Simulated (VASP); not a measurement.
Write the native input for VASP 6.6.1 that does the following.

| Quantity | Value |
| --- | --- |
| Task | electric field gradients |
| Functional | PBE |
| Potentials or basis | VASP PAW PBE potentials, release 64 (Sn_d, Se) |
| Cutoff | 520 eV |
| k mesh | 9 × 9 × 9 |
| Occupations | fermi-dirac, width 0.02 eV |
| Spin | no spin polarisation |
| Dipole correction | no |
| Further INCAR settings | ALGO = Normal; EDIFF = 1e-08; NBANDS = 17 |

The structure of SnSe lies in POSCAR:

```
SnSe
1.0
    0.0000000000      3.0690345955      3.0690345955
    3.0690345955      0.0000000000      3.0690345955
    3.0690345955      3.0690345955      0.0000000000
Sn Se
1 1
Direct
    0.0000000000      0.0000000000      0.0000000000
    0.5000000000      0.5000000000      0.5000000000
```

This cell differs from its parent crystal: volume scaled by 1.06.

One way to write it, as run:

INCAR

```
PREC = Accurate
ENCUT = 520
EDIFF = 1E-8
ISMEAR = -1
SIGMA = 0.02
LREAL = False
LASPH = True
NELM = 80
ALGO = Normal
ISIF = 2
LWAVE = False
LCHARG = False
GGA = PE
LEFG = True
NBANDS = 17
```

KPOINTS

```
regular mesh
0
Gamma
  9 9 9
```

Potentials or basis: VASP PAW PBE potentials, release 64 (Sn_d, Se).

Run with:

```sh
$ cat potpaw_PBE.64/Sn_d/POTCAR potpaw_PBE.64/Se/POTCAR > POTCAR
$ mpirun -np 1 vasp_std > vasp.out
```

It gave:

| Item | Value |
| --- | --- |
| Pressure | -1.7 GPa |

Caveat: without QUAD_EFG the Cq values of the log hold for a quadrupole moment of 1 mb, not for the nuclei.

Wall time 13 s on 1 thread of Intel(R) Xeon(R) 6975P-C (Granite Rapids) (shared host), peak memory 0.19 GiB.
